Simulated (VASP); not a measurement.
Crystal: Co.

```
Co
1.0
     2.48736    0.00000    0.00000
    -1.24368    2.15412    0.00000
     0.00000    0.00000    4.06329
Co
2
Direct
  0.66667 0.33333 0.25986
  0.33333 0.66667 0.74014
```

Base run:

```yaml
Program: VASP 6.6.1
Functional: PBEsol
Potentials_or_basis: VASP PAW PBE potentials, release 64 (Co)
Cutoff: 600 eV
k_mesh: 15 × 15 × 8
Occupations: gaussian, width 0.05 eV
Spin: collinear spin, ferromagnetic start
Starting_moments: "[3.2, 3.2] μB"
```

Its results: pressure -10.0 GPa; net moment 3.27 μB per cell; site moments Co +1.65 μB; largest force 0.436 eV/Å.

The run is repeated on the same cell with these changes: functional from PBEsol to BLYP. What comes out?

Pressure 9.5 GPa; net moment 3.23 μB per cell; site moments Co +1.63 μB; largest force 0.531 eV/Å.

BLYP binds less tightly than PBEsol, so the same cell stands under more pressure.

Caveats: the PAW data sets were made with another functional, which shifts forces and pressure a little; the cell stands under tension (at least some runs); the cell stands under pressure (at least some runs).
